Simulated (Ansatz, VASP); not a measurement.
# Co: VASP beside Ansatz

INCAR

```
PREC = Accurate
ENCUT = 520
EDIFF = 1E-7
ISMEAR = -1
SIGMA = 0.05
LREAL = False
LASPH = True
NELM = 150
ALGO = Normal
ISIF = 2
LWAVE = False
LCHARG = False
ISPIN = 2
MAGMOM = 2 -2
LORBIT = 11
LMAXMIX = 4
GGA = PE
NBANDS = 20
```

File KPOINTS:

```
regular mesh
0
Gamma
  15 15 9
```

Contents of POSCAR:

```
Co
1.0
   -1.4023200000      1.4023200000      1.4023200000
    1.4023200000     -1.4023200000      1.4023200000
    2.8046400000      2.8046400000      0.0000000000
Co
2
Direct
    0.0000000000      0.0000000000      0.0000000000
    0.5000000000      0.5000000000      0.5000000000
```

Input for Ansatz:

```yaml
crystal:
  lattice:
    - [-1.40232, 1.40232, 1.40232]
    - [1.40232, -1.40232, 1.40232]
    - [2.80464, 2.80464, 0.0]
  atoms:
    - { symbol: Co, position: [0.0, 0.0, 0.0], spin: 2.0 }
    - { symbol: Co, position: [0.5, 0.5, 0.5], spin: -2.0 }
magnetization:
  spin_polarized: true
kpoints:
  mp_grid: { grid: [15, 15, 9] }
scf:
  occupations: { method: fermi_dirac, width: 0.05 }
  lower_state_search: "off"
hamiltonian:
  xc: pbe
  pseudopotentials: { kind: paw }
output:
  forces: true
  stress: true
  eigenvalues: true
  populations: true
  write_density: true
  write_potential: true
  elf: true
  volumetric_format: npy
```

Alike in both runs: task single point; functional PBE; k mesh 15 × 15 × 9; occupations fermi-dirac, width 0.05 eV; collinear spin.

|  | VASP | Ansatz |
| --- | --- | --- |
| version | VASP 6.6.1 | Ansatz 0.2.0 |
| potentials or method | VASP PAW PBE potentials, release 64 (Co) | PAW with Ansatz's default frozen-core files, scalar-relativistic |
| plane-wave cutoff (eV) | 520 | 420 |
| valence electrons in the cell | 18 | 34 |

Ansatz gave:

```
pressure (GPa)                                                : -0.3
traceless stress, the component that is largest in VASP (GPa) : 9.57
net moment per atom (μB)                                      : 0.00
size of the moment on the site where the two differ most (μB) : 1.46
```

Question: Which values does VASP return?

Answer: Pressure (GPa): -1.1; traceless stress, the component that is largest in VASP (GPa): 9.36; net moment per atom (μB): 0.00; size of the moment on the site where the two differ most (μB): 1.45.

Site moments also hang on the region over which each program counts them. VASP's potentials hold 18 valence electrons a cell and Ansatz's 34, so a difference there can come from the potentials and not from the codes.
